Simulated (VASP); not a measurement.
# Na (Fm-3m) in VASP: single point with PBE

Aim: the single point of Na with PBE.

Everything below comes from runs of VASP 6.6.1. Logs are shortened: lines on timing, memory, paths and dates and some standing lists are left out, and cuts for length are marked.

## (1) The cell of the first run

The structure is cubic, space group Fm-3m (No. 225). The conventional cell has a = 6.473 Å, b = 6.473 Å, c = 6.473 Å, α = 90.00°, β = 90.00°, γ = 90.00°.

This isn't the form of Na at room conditions, which is bcc.

## (2) Single point, PBE

Contents of INCAR:

```
PREC = Accurate ; ENCUT = 500
EDIFF = 1E-6 ; ISMEAR = 0
SIGMA = 0.1 ; LREAL = False
LASPH = True ; NELM = 120
ALGO = Normal ; ISIF = 2
LWAVE = False ; LCHARG = True
GGA = PE ; LELF = True
LVHAR = True ; NBANDS = 10
GGA_COMPAT = False
```

Contents of KPOINTS:

```
regular mesh
0
Gamma
  6 6 6
```

Contents of POSCAR:

```
Na
1.0
    0.0000000000      3.2364000000      3.2364000000
    3.2364000000      0.0000000000      3.2364000000
    3.2364000000      3.2364000000      0.0000000000
Na
1
Direct
    0.0000000000      0.0000000000      0.0000000000
```

Potentials or basis: VASP PAW PBE potentials, release 64 (Na_pv).

On the command line:

```console
$ cat potpaw_PBE.64/Na_pv/POTCAR > POTCAR
$ mpirun -np 1 vasp_std > vasp.out
```

OUTCAR:

```text
PREC = Accurate
   ENCUT = 500
   EDIFF = 1E-6
   ISMEAR = 0
   LREAL = False
   LASPH = True
   NELM = 120
   ISIF = 2
   GGA = PE

 ion  position               nearest neighbor table
   1  0.000  0.000  0.000-

  LATTYP: Found a face centered cubic cell.
 ALAT       =     6.4728000000

  Lattice vectors:

 A1 = (   0.0000000000,   3.2364000000,   3.2364000000)
 A2 = (   3.2364000000,   0.0000000000,   3.2364000000)
 A3 = (   3.2364000000,   3.2364000000,   0.0000000000)

Analysis of symmetry for initial positions (statically):
=====================================================================
 Subroutine PRICEL returns:
 Original cell was already a primitive cell.

 Routine SETGRP: Setting up the symmetry group for a
 face centered cubic supercell.

 Subroutine GETGRP returns: Found 48 space group operations
 (whereof 48 operations were pure point group operations)
 out of a pool of 48 trial point group operations.

The static configuration has the point symmetry O_h .

Analysis of symmetry for dynamics (positions and initial velocities):
=====================================================================
 Subroutine PRICEL returns:
 Original cell was already a primitive cell.

 Routine SETGRP: Setting up the symmetry group for a
 face centered cubic supercell.

 Subroutine GETGRP returns: Found 48 space group operations
 (whereof 48 operations were pure point group operations)
 out of a pool of 48 trial point group operations.

The dynamic configuration has the point symmetry O_h .

 Subroutine INISYM returns: Found 48 space group operations
 (whereof 48 operations are pure point group operations),
 and found     1 'primitive' translations

----------------------------------------------------------------------------------------

                                     Primitive cell

  volume of cell :      67.7980

  direct lattice vectors                    reciprocal lattice vectors
     0.000000000  3.236400000  3.236400000    -0.154492646  0.154492646  0.154492646
     3.236400000  0.000000000  3.236400000     0.154492646 -0.154492646  0.154492646
     3.236400000  3.236400000  0.000000000     0.154492646  0.154492646 -0.154492646

  length of vectors
     4.576960773  4.576960773  4.576960773     0.267589113  0.267589113  0.267589113

  position of ions in fractional coordinates (direct lattice)
     0.000000000  0.000000000  0.000000000

  ion indices of the primitive-cell ions
   primitive index   ion index
                 1           1

----------------------------------------------------------------------------------------

 KPOINTS: regular mesh

Automatic generation of k-mesh.
 Grid dimensions read from file:
 generate k-points for:    6    6    6

 Generating k-lattice:

  Cartesian coordinates                     Fractional coordinates (reciprocal lattice)
    -0.025748774  0.025748774  0.025748774     0.166666667  0.000000000  0.000000000
     0.025748774 -0.025748774  0.025748774     0.000000000  0.166666667  0.000000000
     0.025748774  0.025748774 -0.025748774     0.000000000  0.000000000  0.166666667

  Length of vectors
     0.044598185  0.044598185  0.044598185

  Shift w.r.t. Gamma in fractional coordinates (k-lattice)
     0.000000000  0.000000000  0.000000000

 Subroutine IBZKPT returns following result:
 ===========================================

 Found     16 irreducible k-points:

 Following reciprocal coordinates:
            Coordinates               Weight
  0.000000  0.000000  0.000000      1.000000
  0.166667  0.000000  0.000000      8.000000
  0.333333  0.000000  0.000000      8.000000
  0.500000  0.000000  0.000000      4.000000
  0.166667  0.166667  0.000000      6.000000
  0.333333  0.166667  0.000000     24.000000
[... 8 lines left out ...]
 -0.333333  0.333333  0.166667     24.000000
 -0.333333  0.500000  0.166667     12.000000
   k-points           NKPTS =     16   k-points in BZ     NKDIM =     16   number of bands    NBANDS=     10
   number of dos      NEDOS =    301   number of ions     NIONS =      1
   total plane-waves  NPLWV =  46656
   dimension x,y,z NGX =    36 NGY =   36 NGZ =   36
   dimension x,y,z NGXF=    72 NGYF=   72 NGZF=   72
   ions per type =               1
   NGX,Y,Z   is equivalent  to a cutoff of  13.08, 13.08, 13.08 a.u.
   NGXF,Y,Z  is equivalent  to a cutoff of  26.15, 26.15, 26.15 a.u.
 SYSTEM =  unknown system
   PREC   = accura    normal or accurate (medium, high low for compatibility)
   ISTART =      0    job   : 0-new  1-cont  2-samecut
   ICHARG =      2    charge: 1-file 2-atom 10-const
   ISPIN  =      1    spin polarized calculation?
   LNONCOLLINEAR =      F non collinear calculations
   LSORBIT =      F    spin-orbit coupling
   LASPH  =      T    aspherical Exc in radial PAW
   ENCUT  =  500.0 eV  36.75 Ry    6.06 a.u.   8.34  8.34  8.34*2*pi/ulx,y,z
   NELM   =    120;   NELMIN=  2; NELMDL= -5     # of ELM steps
   EDIFF  = 0.1E-05   stopping-criterion for ELM
   LREAL  =      F    real-space projection
   EDIFFG = 0.1E-04   stopping-criterion for IOM
   NSW    =      0    number of steps for IOM
   IBRION =     -1    ionic relax: 0-MD 1-quasi-New 2-CG
   NFREE  =      0    steps in history (QN), initial steepest desc. (CG)
   ISIF   =      2    stress and relaxation
   ISYM   =      2    0-nonsym 1-usesym 2-fastsym
   POTIM  = 0.5000    time-step for ionic-motion
   TEBEG  =    0.0;   TEEND  =   0.0 temperature during run
   PSTRESS=    0.0 pullay stress
   NELECT =       7.0000    total number of electrons
   NUPDOWN=      -1.0000    fix difference up-down
   EMIN   =  10.00;   EMAX   =-10.00  energy-range for DOS
   EFERMI =   0.00;   METHOD = LEGACY
   ISMEAR =     0;   SIGMA  =   0.10  broadening in eV -4-tet -1-fermi 0-gaus
   EFERMI_NEDOS =   21; number of points for ismear=-14 and -15
   IALGO  =     38    algorithm
   IMIX   =      4    mixing-type and parameters
     AMIX     =   0.40;   BMIX     =  1.00
     AMIX_MAG =   1.60;   BMIX_MAG =  1.00
  volume/ion in A,a.u.               =      67.80       457.52
  Fermi-wavevector in a.u.,A,eV,Ry     =   0.768013  1.451334  8.025317  0.589844
  Thomas-Fermi vector in A             =   1.868694
   LORBIT       =      0    0 simple, 1 ext, 2 COOP (PROOUT), +10 PAW based schemes
   GGA     = PE    functional components
   LHFCALC =     F    Hartree Fock is set to
   AEXX    =    0.0000 exact exchange contribution
   IVDW    =     0    specifies the selected vdW correction
   LEPSILON=     F    determine dielectric tensor
   LRPA    =     F    only Hartree local field effects (RPA)
 non-spin polarized calculation
 Gauss-broadening in eV      SIGMA  =   0.10
  energy-cutoff  :      500.00
  volume of cell :       67.80
 maximum number of plane-waves:      1759
 NGX is ok and might be reduce to    36
   NGX = 17   NGY = 17   NGZ = 17

 number of electron       6.9999993 magnetization

 Free energy of the ion-electron system (eV)
  ---------------------------------------------------
  ext. energy  EPLUGINS =         0.00000000
  ---------------------------------------------------
  free energy    TOTEN  =        -1.07122101 eV

  energy without entropy =       -1.06638974  energy(sigma->0) =       -1.06880537

 E-fermi :  -1.0829     XC(G=0):  -5.1264

 val. band max:       -1.1431849883   @ k =   0.5000   0.3333   0.1667
 cond. band min:      -0.7474199779   @ k =   0.5000   0.1667   0.0000
 fundamental gap:      0.3957650104
 Fermi energy:        -1.0828567134

 k-point     1 :       0.0000    0.0000    0.0000
  band No.  band energies     occupation
      1     -26.4559      2.00000
      2     -26.4559      2.00000
      3     -26.4559      2.00000
      4      -3.1538      2.00000
      5       7.0042      0.00000
      6       7.0042      0.00000
      7       7.0042      0.00000
      8       7.1959      0.00000
      9       7.1959      0.00000
     10       7.1959      0.00000

 k-point     2 :       0.1667    0.0000    0.0000
  band No.  band energies     occupation
      1     -26.4567      2.00000
      2     -26.4560      2.00000
      3     -26.4560      2.00000
      4      -2.8498      2.00000
      5       4.2017      0.00000
      6       6.2663      0.00000
      7       6.2663      0.00000
      8       7.0861      0.00000
      9       8.2947      0.00000
     10       8.2947      0.00000

 k-point     3 :       0.3333    0.0000    0.0000
  band No.  band energies     occupation
      1     -26.4582      2.00000
      2     -26.4563      2.00000
      3     -26.4563      2.00000
      4      -1.9433      2.00000
      5       1.6133      0.00000
      6       5.9889      0.00000
      7       5.9889      0.00000
      8       6.8562      0.00000
      9       7.1214      0.00000
     10       7.1214      0.00000

 k-point     4 :       0.5000    0.0000    0.0000
  band No.  band energies     occupation
      1     -26.4590      2.00000
      2     -26.4564      2.00000
      3     -26.4564      2.00000
      4      -0.5110      0.00000
      5      -0.3842      0.00000
      6       6.1772      0.00000
      7       6.1772      0.00000
      8       6.3810      0.00000
      9       6.3811      0.00000
     10       7.1127      0.00000

 k-point     5 :       0.1667    0.1667    0.0000
  band No.  band energies     occupation
      1     -26.4567      2.00000
      2     -26.4562      2.00000
      3     -26.4562      2.00000
      4      -2.7485      2.00000
      5       5.2521      0.00000
      6       5.2521      0.00000
      7       5.3664      0.00000
      8       6.0605      0.00000
      9       6.6075      0.00000
     10       9.6174      0.00000

 k-point     6 :       0.3333    0.1667    0.0000
  band No.  band energies     occupation
      1     -26.4578      2.00000
      2     -26.4565      2.00000
      3     -26.4565      2.00000
      4      -2.0432      2.00000
      5       2.6727      0.00000
      6       4.7908      0.00000
      7       4.9982      0.00000
      8       5.2339      0.00000
      9       7.3243      0.00000
     10       9.2270      0.00000

 k-point     7 :       0.5000    0.1667    0.0000
  band No.  band energies     occupation
      1     -26.4587      2.00000
      2     -26.4569      2.00000
      3     -26.4566      2.00000
      4      -0.7474      0.00000
      5       0.4420      0.00000
      6       3.9483      0.00000
      7       4.8837      0.00000
      8       5.3440      0.00000
      9       8.2337      0.00000
     10       8.8402      0.00000

 k-point     8 :      -0.3333    0.1667    0.0000
  band No.  band energies     occupation
      1     -26.4585      2.00000
      2     -26.4570      2.00000
      3     -26.4564      2.00000
      4      -1.2435      1.97690
      5       1.1245      0.00000
      6       3.4706      0.00000
      7       5.5292      0.00000
      8       6.0326      0.00000
      9       7.7755      0.00000
     10       8.4174      0.00000

 k-point     9 :      -0.1667    0.1667    0.0000
  band No.  band energies     occupation
      1     -26.4574      2.00000
      2     -26.4566      2.00000
      3     -26.4561      2.00000
      4      -2.3450      2.00000
      5       3.3989      0.00000
      6       3.7059      0.00000
      7       6.7091      0.00000
      8       7.2708      0.00000
      9       7.7906      0.00000
     10       7.9778      0.00000

 k-point    10 :       0.3333    0.3333    0.0000
  band No.  band energies     occupation
      1     -26.4581      2.00000
      2     -26.4568      2.00000
      3     -26.4568      2.00000
      4      -1.5418      2.00000
      5       3.1817      0.00000
      6       4.1439      0.00000
      7       4.1439      0.00000
      8       4.1864      0.00000
      9       4.9400      0.00000
     10      11.5990      0.00000

 k-point    11 :       0.5000    0.3333    0.0000
  band No.  band energies     occupation
      1     -26.4585      2.00000
      2     -26.4573      2.00000
      3     -26.4570      2.00000
      4      -0.4486      0.00000
      5       1.8943      0.00000
      6       1.9272      0.00000
      7       4.0519      0.00000
      8       4.4504      0.00000
      9       6.5965      0.00000
     10      10.7188      0.00000

 k-point    12 :      -0.3333    0.3333    0.0000
  band No.  band energies     occupation
      1     -26.4580      2.00000
      2     -26.4580      2.00000
      3     -26.4567      2.00000
      4       0.0444      0.00000
      5       1.1080      0.00000
      6       1.3579      0.00000
      7       4.5139      0.00000
      8       4.9577      0.00000
      9       9.2174      0.00000
     10      10.0569      0.00000

 k-point    13 :       0.5000    0.5000    0.0000
  band No.  band energies     occupation
      1     -26.4589      2.00000
      2     -26.4572      2.00000
      3     -26.4571      2.00000
      4       0.3462      0.00000
      5       0.5476      0.00000
      6       3.7749      0.00000
      7       3.7749      0.00000
      8       3.7911      0.00000
      9       4.5420      0.00000
     10      12.9292      0.00000

 k-point    14 :       0.5000    0.3333    0.1667
  band No.  band energies     occupation
      1     -26.4582      2.00000
      2     -26.4572      2.00000
      3     -26.4567      2.00000
      4      -1.1432      1.60644
      5       2.2529      0.00000
      6       2.5450      0.00000
      7       3.5659      0.00000
      8       6.8426      0.00000
      9       7.1966      0.00000
     10       8.2146      0.00000

 k-point    15 :      -0.3333    0.3333    0.1667
  band No.  band energies     occupation
      1     -26.4584      2.00000
      2     -26.4576      2.00000
      3     -26.4569      2.00000
      4       0.3012      0.00000
      5       0.3789      0.00000
      6       2.6951      0.00000
      7       2.7043      0.00000
      8       7.1893      0.00000
      9       7.4248      0.00000
     10       9.3721      0.00000

 k-point    16 :      -0.3333    0.5000    0.1667
  band No.  band energies     occupation
      1     -26.4584      2.00000
      2     -26.4576      2.00000
      3     -26.4571      2.00000
      4       0.7269      0.00000
      5       0.9524      0.00000
      6       1.8712      0.00000
      7       2.1518      0.00000
      8       6.4630      0.00000
      9       6.8572      0.00000
     10       9.8905      0.00000

------------------------ aborting loop because EDIFF is reached ----------------------------------------

  FORCE on cell =-STRESS in cart. coord.  units (eV):
  Direction    XX          YY          ZZ          XY          YZ          ZX
  --------------------------------------------------------------------------------------
  -------------------------------------------------------------------------------------
  Total       -0.6505585     -0.6505585     -0.6505585      0.0000000      0.0000000      0.0000000
  in kB      -15.3737684    -15.3737684    -15.3737684      0.0000000      0.0000000      0.0000000
  external PRESSURE =     -15.3737684 kB  Pullay stress =       0.0000000 kB

 VOLUME and BASIS-vectors are now :
 -----------------------------------------------------------------------------
  energy-cutoff  :      500.00
  volume of cell :       67.80
      direct lattice vectors                 reciprocal lattice vectors
     0.000000000  3.236400000  3.236400000    -0.154492646  0.154492646  0.154492646
     3.236400000  0.000000000  3.236400000     0.154492646 -0.154492646  0.154492646
     3.236400000  3.236400000  0.000000000     0.154492646  0.154492646 -0.154492646

 POSITION                                       TOTAL-FORCE (eV/Angst)
 -----------------------------------------------------------------------------------
      0.00000      0.00000      0.00000         0.000000     -0.000000      0.000000
 -----------------------------------------------------------------------------------
    total drift:                               -0.000000     -0.000000      0.000000

  FREE ENERGIE OF THE ION-ELECTRON SYSTEM (eV)
  ---------------------------------------------------
  free  energy   TOTEN  =        -1.0712210054 eV

  energy  without entropy=       -1.0663897385  energy(sigma->0) =       -1.06880537
```

Wall time 8.1 s (1 thread of Intel Xeon Platinum 8488C (Sapphire Rapids), shared host); peak memory 0.19 GiB.

What came out:

```yaml
Free_energy: -1.0712 eV
Pressure: -1.5 GPa
Band_gap_on_the_k_mesh: zero (an odd number of electrons rules out a gap without spin polarisation)
```
